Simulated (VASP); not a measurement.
Here is a VASP 6.6.1 calculation.

Contents of INCAR:

```
SYSTEM = Mg8O7
PREC = Accurate
ENCUT = 520
EDIFF = 1E-6
ISMEAR = -1
SIGMA = 0.05
LREAL = Auto
LASPH = .TRUE.
NELM = 80
ALGO = Normal
ISIF = 2
LWAVE = .FALSE.
LCHARG = .FALSE.
GGA = PE
NBANDS = 42
```

Contents of KPOINTS:

```
Automatic mesh
0
G
  3 3 3
  0 0 0
```

POSCAR

```
Mg8O7
1.0
    0.0000000000      4.3100743200      4.3100743200
    4.3100743200      0.0000000000      4.3100743200
    4.3100743200      4.3100743200      0.0000000000
Mg O
8 7
Direct
   -0.0017843080      0.0018745616      0.0015381405
   -0.0015484652      0.0017271164      0.4987714458
   -0.0015816433      0.4991955684      0.0013252672
   -0.0003354931      0.5004885855      0.5000718874
    0.4996949797      0.0004787620      0.0000045243
    0.5009658395      0.0018317550      0.4987394278
    0.5010809187      0.4991519497      0.0013408121
    0.5009064438      0.4992951026      0.4988315375
    0.2499047395      0.2503399988      0.2500639015
    0.2497323526      0.2502954520      0.7501457655
    0.2497939525      0.7503922809      0.2499612350
    0.7498260494      0.2504105312      0.2500701658
    0.7498466987      0.2502485850      0.7501747673
    0.7498540072      0.7503630471      0.2501215571
    0.7498265134      0.7502835821      0.7500808014
```

Potentials or basis: VASP PAW PBE potentials, release 64 (Mg, O).

Launch:

```sh
$ cat potpaw_PBE.64/Mg/POTCAR potpaw_PBE.64/O/POTCAR > POTCAR
$ mpirun -np 1 vasp_std > vasp.out
```

Task: Predict the band gap on the k mesh.

Result: 2.55 eV.

Task: What does it give for the pressure?

Result: -3.6 GPa.

Task: Estimate the largest force.

Result: 0.018 eV/Å.

Forces in eV/Å, atoms in the order of the input:
```
Mg   0.001  0.003  0.002
Mg   0.000 -0.011  0.001
Mg  -0.001  0.005 -0.012
Mg  -0.005  0.004  0.000
Mg  -0.001  0.004 -0.001
Mg  -0.001  0.003  0.010
Mg   0.000  0.011 -0.003
Mg  -0.018  0.003 -0.001
O    0.003 -0.005 -0.002
O    0.002 -0.002  0.005
O    0.005  0.002  0.001
O    0.006 -0.001 -0.002
O    0.002 -0.007  0.002
O    0.001 -0.005 -0.002
O    0.004 -0.003  0.003
```

Caveat: the k points lie up to 0.42 Å⁻¹ apart.
